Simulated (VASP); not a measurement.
# Mg (Im-3m) in VASP: notebook, part 2 of 2

VASP 6.6.1. The steps go on from the part before.

**3. Relaxation of cell and atoms, PBE**

INCAR reads:

```
SYSTEM = Mg
PREC = Accurate ; ENCUT = 600
EDIFF = 1E-7 ; ISMEAR = -1
SIGMA = 0.05 ; LREAL = .FALSE.
LASPH = .TRUE. ; NELM = 120
ALGO = Normal ; ISIF = 3
LWAVE = .FALSE. ; LCHARG = .FALSE.
GGA = PE ; IBRION = 2
NSW = 60 ; EDIFFG = -0.005
GGA_COMPAT = .FALSE. ; NELMIN = 4
```

KPOINTS reads:

```
regular mesh
0
G
  17 17 17
  0 0 0
```

POSCAR reads:

```
Mg
1.0
   -1.7898606885      1.7898606885      1.7898606885
    1.7898606885     -1.7898606885      1.7898606885
    1.7898606885      1.7898606885     -1.7898606885
Mg
1
Direct
    0.0000000000      0.0000000000      0.0000000000
```

Potentials or basis: VASP PAW PBE potentials, release 64 (Mg).

Run with:

```console
> cat potpaw_PBE.64/Mg/POTCAR > POTCAR
> mpirun -np 1 vasp_std > vasp.out
```

OUTCAR:

```text
SYSTEM = Mg
   PREC = Accurate
   ENCUT = 600
   EDIFF = 1E-7
   ISMEAR = -1
   LREAL = .FALSE.
   LASPH = .TRUE.
   NELM = 120
   ISIF = 3
   GGA = PE
   IBRION = 2
   NSW = 60
   EDIFFG = -0.005
   NELMIN = 4

 ion  position               nearest neighbor table
   1  0.000  0.000  0.000-

  LATTYP: Found a body centered cubic cell.
 ALAT       =     3.5797213770

  Lattice vectors:

 A1 = (  -1.7898606885,   1.7898606885,   1.7898606885)
 A2 = (   1.7898606885,  -1.7898606885,   1.7898606885)
 A3 = (   1.7898606885,   1.7898606885,  -1.7898606885)

Analysis of symmetry for initial positions (statically):
=====================================================================
 Subroutine PRICEL returns:
 Original cell was already a primitive cell.

 Routine SETGRP: Setting up the symmetry group for a
 body centered cubic supercell.

 Subroutine GETGRP returns: Found 48 space group operations
 (whereof 48 operations were pure point group operations)
 out of a pool of 48 trial point group operations.

The static configuration has the point symmetry O_h .

Analysis of symmetry for dynamics (positions and initial velocities):
=====================================================================
 Subroutine PRICEL returns:
 Original cell was already a primitive cell.

 Routine SETGRP: Setting up the symmetry group for a
 body centered cubic supercell.

 Subroutine GETGRP returns: Found 48 space group operations
 (whereof 48 operations were pure point group operations)
 out of a pool of 48 trial point group operations.

The dynamic configuration has the point symmetry O_h .

 Subroutine INISYM returns: Found 48 space group operations
 (whereof 48 operations are pure point group operations),
 and found     1 'primitive' translations

[... 113 lines left out ...]
  volume/ion in A,a.u.               =      22.94       154.78
  Fermi-wavevector in a.u.,A,eV,Ry     =   0.725959  1.371864  7.170500  0.527017
  Thomas-Fermi vector in A             =   1.816812
   LORBIT       =      0    0 simple, 1 ext, 2 COOP (PROOUT), +10 PAW based schemes
   GGA     = PE    functional components
   LHFCALC =     F    Hartree Fock is set to
   AEXX    =    0.0000 exact exchange contribution
   IVDW    =     0    specifies the selected vdW correction
   LEPSILON=     F    determine dielectric tensor
   LRPA    =     F    only Hartree local field effects (RPA)
 conjugate gradient relaxation of ions
 non-spin polarized calculation
  energy-cutoff  :      600.00
  volume of cell :       22.94
 maximum number of plane-waves:       776
 NGX is ok and might be reduce to    28
   NGX = 13   NGY = 13   NGZ = 13

--------------------------------------- Ionic step        1  -------------------------------------------

 number of electron       2.0000000 magnetization

 Free energy of the ion-electron system (eV)
  ---------------------------------------------------
  ext. energy  EPLUGINS =         0.00000000
  ---------------------------------------------------
  free energy    TOTEN  =        -1.47970838 eV

  energy without entropy =       -1.47638054  energy(sigma->0) =       -1.47804446

------------------------ aborting loop because EDIFF is reached ----------------------------------------

  FORCE on cell =-STRESS in cart. coord.  units (eV):
  Direction    XX          YY          ZZ          XY          YZ          ZX
  --------------------------------------------------------------------------------------
  -------------------------------------------------------------------------------------
  Total       -0.0225334     -0.0225334     -0.0225334      0.0000000      0.0000000      0.0000000
  in kB       -1.5740558     -1.5740558     -1.5740558      0.0000000      0.0000000      0.0000000
  external PRESSURE =      -1.5740558 kB  Pullay stress =       0.0000000 kB
[... 57 lines left out ...]
--------------------------------------- Ionic step        3  -------------------------------------------

 number of electron       2.0000000 magnetization

 Free energy of the ion-electron system (eV)
  ---------------------------------------------------
  ext. energy  EPLUGINS =         0.00000000
  ---------------------------------------------------
  free energy    TOTEN  =        -1.47975919 eV

  energy without entropy =       -1.47644896  energy(sigma->0) =       -1.47810407

 E-fermi :   2.6993     XC(G=0):  -8.5111

 val. band max:        2.6746263087   @ k =  -0.4118  -0.4706   0.0588
 cond. band min:       2.7361624672   @ k =  -0.4706  -0.4706   0.2353
 fundamental gap:      0.0615361585
 Fermi energy:         2.6992639465

 k-point     1 :       0.0000    0.0000    0.0000
  band No.  band energies     occupation
      1      -4.2899      2.00000
      2      15.7295      0.00000
      3      15.7295      0.00000
      4      15.7295      0.00000
      5      17.7507      0.00000
[... 177 lines left out ...]
 k-point    24 :       0.1765    0.1765    0.0000
  band No.  band energies     occupation
      1      -2.1066      2.00000
      2       7.9845      0.00000
      3       8.7672      0.00000
      4      12.2911      0.00000
      5      15.7308      0.00000

 [... further k-points ...]
[... 5 lines left out ...]
  --------------------------------------------------------------------------------------
  -------------------------------------------------------------------------------------
  Total       -0.0003165     -0.0003165     -0.0003165     -0.0000000     -0.0000000      0.0000000
  in kB       -0.0222075     -0.0222075     -0.0222075     -0.0000000     -0.0000000      0.0000000
  external PRESSURE =      -0.0222075 kB  Pullay stress =       0.0000000 kB
[... 16 lines left out ...]
  FREE ENERGIE OF THE ION-ELECTRON SYSTEM (eV)
  ---------------------------------------------------
  free  energy   TOTEN  =        -1.4797591881 eV

  energy  without entropy=       -1.4764489561  energy(sigma->0) =       -1.47810407

 reached required accuracy - stopping structural energy minimisation
```

OSZICAR:

```text
N       E                     dE             d eps       ncg     rms          rms(c)
DAV:   1    -0.495803356591E+00   -0.49580E+00   -0.87339E+02  1730   0.315E+02
DAV:   2    -0.148241214191E+01   -0.98661E+00   -0.91836E+00  2065   0.171E+01
DAV:   3    -0.148812312707E+01   -0.57110E-02   -0.57014E-02  2255   0.154E+00
[... 14 lines left out ...]
       N       E                     dE             d eps       ncg     rms          rms(c)
DAV:   1    -0.147975906721E+01   -0.36016E-05   -0.23438E-05  2125   0.260E-02    0.158E-03
DAV:   2    -0.147975910355E+01   -0.36349E-07   -0.99092E-08  1875   0.257E-03    0.101E-03
DAV:   3    -0.147975919510E+01   -0.91547E-07   -0.40697E-09  1070   0.654E-04    0.471E-05
DAV:   4    -0.147975918811E+01    0.69948E-08   -0.15658E-10   930   0.116E-04
   3 F= -.14797592E+01 E0= -.14781041E+01  d E =-.508098E-04
```

It took 64 s on 1 thread of Intel Xeon 8259CL, shared host; peak memory 0.18 GiB.

Results:

```yaml
Free_energy: -1.4798 eV
Relaxed_volume: 22.84 Å³/atom
Relaxed_cell: a = 3.096 Å, b = 3.096 Å, c = 3.096 Å, α = 109.47°, β = 109.47°, γ = 109.47°
Space_group_after_relaxing_to_0.1_Å: Im-3m (No. 229)
Energy_gained_by_relaxing: 0.1 meV/atom
Ionic_steps: 3
Pressure_after_relaxing: 0.0 GPa
Band_gap_on_the_k_mesh: zero (bands 1 and 2 overlap by 3.71 eV)
```

Final structure:
```
Mg
1.0
    -1.78724    1.78724    1.78724
     1.78724   -1.78724    1.78724
     1.78724    1.78724   -1.78724
Mg
1
Direct
  0.00000 0.00000 0.00000
```

**4. Single point, PBE**

This run uses another cell than the first one, of 20.64 Å³/atom.

INCAR reads:

```
PREC = Accurate
ENCUT = 600
EDIFF = 1E-6
ISMEAR = -1
SIGMA = 0.05
LREAL = False
LASPH = True
NELM = 120
ALGO = Normal
ISIF = 2
LWAVE = False
LCHARG = False
GGA = PE
NBANDS = 7
ISYM = 0
GGA_COMPAT = False
```

KPOINTS reads:

```
regular mesh
0
Gamma
  17 17 17
```

POSCAR reads:

```
Mg
1.0
   -1.7280914947      1.7280914947      1.7280914947
    1.7280914947     -1.7280914947      1.7280914947
    1.7280914947      1.7280914947     -1.7280914947
Mg
1
Direct
    0.0000000000      0.0000000000      0.0000000000
```

Run with:

```console
> cat potpaw_PBE.64/Mg/POTCAR > POTCAR
> mpirun -np 1 vasp_std > vasp.out
```

Run time: 3.4 min. Hardware: 1 thread of Intel Xeon 8259CL, shared host; peak memory 0.54 GiB.

It converged, with:

```
Free energy            : -1.4520 eV
Pressure               : 4.4 GPa
Band gap on the k mesh : zero (bands 1 and 2 overlap by 3.81 eV)
```

Levels at points of the mesh, in eV from the Fermi level:
```tsv
k point	band 1	band 2	band 3	band 4
(0.00, 0.00, 0.00)	-7.44	13.72	13.72	13.72
```

Caveat: the cell stands under pressure.

**5. Summary**

```csv
task,cell,gap on the mesh (eV),pressure (GPa)
single point,"a = 3.100 Å, angles 109.5°, 1 atom",none,-0.2
relaxation of cell and atoms,"relaxed from a = 3.100 Å, angles 109.5°, 1 atom",none,0.0
single point,"a = 2.993 Å, angles 109.5°, 1 atom",none,4.4
```

Alike in all rows: level PBE; potentials or basis VASP PAW PBE potentials, release 64 (Mg); no spin polarisation; k mesh 17 × 17 × 17; cutoff (eV) 600; smearing fermi-dirac 0.05 eV.

Caveats: the cell stands under pressure (at least some runs).

Total energies depend on the potentials used, so only differences within one code and one set of settings carry meaning.
